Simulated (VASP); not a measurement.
A run of VASP 6.6.1:

INCAR

```
ALGO = Normal
EDIFF = 1E-8
ENCUT = 520
GGA = PE
ISIF = 2
ISMEAR = -1
LASPH = True
LCHARG = False
LEFG = True
LREAL = False
LWAVE = False
NBANDS = 10
NELM = 100
PREC = Accurate
SIGMA = 0.05
```

The input KPOINTS:

```
k-points
0
Gamma
  12 12 12
```

POSCAR

```
Na
1.0
   -2.1175000000      2.1175000000      2.1386750000
    2.1175000000     -2.1175000000      2.1386750000
    2.1175000000      2.1175000000     -2.1386750000
Na
1
Direct
    0.0000000000      0.0000000000      0.0000000000
```

Potentials or basis: VASP PAW PBE potentials, release 64 (Na_pv).

The run is started by

```console
$ cat potpaw_PBE.64/Na_pv/POTCAR > POTCAR
$ mpirun -np 1 vasp_std > vasp.out
```

Hardware: 1 thread of Intel(R) Xeon(R) Platinum 8375C CPU @ 2.90GHz (Ice Lake), with other jobs on the host.

**Question.** How long does it take, and how much memory?

**Answer.** Wall time 29 s on 1 thread of Intel(R) Xeon(R) Platinum 8375C CPU @ 2.90GHz (Ice Lake) (shared host), peak memory 0.18 GiB. Counts: scf iterations 11, k points 163.
